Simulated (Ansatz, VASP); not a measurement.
# One calculation of C, two programs

INCAR

```
SYSTEM = C
PREC     = Accurate       ! precision mode
ENCUT    = 600            ! plane-wave cutoff, eV
EDIFF    = 1E-6           ! SCF threshold, eV
ISMEAR   = 0              ! smearing method
SIGMA    = 0.1            ! smearing width, eV
LREAL    = .FALSE.        ! projectors in reciprocal space
LASPH    = .TRUE.         ! aspherical terms in the spheres
NELM     = 60             ! most SCF steps
ALGO     = Normal         ! electronic algorithm
ISIF     = 3              ! what is computed and relaxed
LWAVE    = .FALSE.        ! write WAVECAR
LCHARG   = .FALSE.        ! write CHGCAR
GGA      = PE             ! functional
IVDW     = 12             ! dispersion correction
IBRION   = 2              ! ionic algorithm
NSW      = 100            ! ionic steps
EDIFFG   = -0.005         ! ionic threshold
```

The input KPOINTS:

```
regular mesh
0
G
  21 21 6
  0 0 0
```

File POSCAR:

```
C
1.0
    2.4649740448      0.0000000000      0.0000000000
   -1.2324870224      2.1347301424      0.0000000000
    0.0000000000      0.0000000000      6.7441730184
C
4
Direct
    0.0000000000      0.0000000000      0.2500000000
    0.0000000000      0.0000000000      0.7500000000
    0.3333333333      0.6666666667      0.2500000000
    0.6666666667      0.3333333333      0.7500000000
```

Input for Ansatz:

```yaml
crystal:
  lattice:
    - [2.4649740391, 0.0, 0.0]
    - [-1.2324870196, 2.1347301375, 0.0]
    - [0.0, 0.0, 6.7441727485]
  atoms:
    - { symbol: C, position: [0.0, 0.0, 0.25] }
    - { symbol: C, position: [0.0, 0.0, 0.75] }
    - { symbol: C, position: [0.3333333333, 0.6666666667, 0.25] }
    - { symbol: C, position: [0.6666666667, 0.3333333333, 0.75] }
basis:
  ecutwfc: 420
kpoints:
  mp_grid: { grid: [21, 21, 6] }
hamiltonian:
  xc: pbe
  dispersion: d3bj
scf:
  occupations: { method: gaussian, width: 0.1 }
output:
  forces: true
  stress: true
  eigenvalues: true
relax:
  adjacent_minimum: "off"
  f_tol: 0.005
  max_steps: 80
  cell: { stress_tol: 0.05 }
```

Alike in both runs: task relaxation of cell and atoms; functional PBE; dispersion D3(BJ); k mesh 21 × 21 × 6; occupations gaussian, width 0.1 eV; no spin polarisation.

|  | VASP | Ansatz |
| --- | --- | --- |
| version | VASP 6.6.1 | Ansatz 0.2.0 |
| potentials or method | VASP PAW PBE potentials, release 64 (C), cutoff 600 eV | scalar-relativistic, plane waves, PAW |
| valence electrons in the cell | 16 | 16 |

```tsv
	VASP	Ansatz	Ansatz less VASP
gap on the k mesh at the Fermi level, each at its own relaxed structure (eV)	none	none	-
relaxed volume (Å³/atom)	8.77	8.87	+0.102
relaxed length of the cell vector where the two differ most in proportion (Å)	6.665	6.744	+0.0792
```

A gap of «none» marks a metal or a gap that the smearing closes.
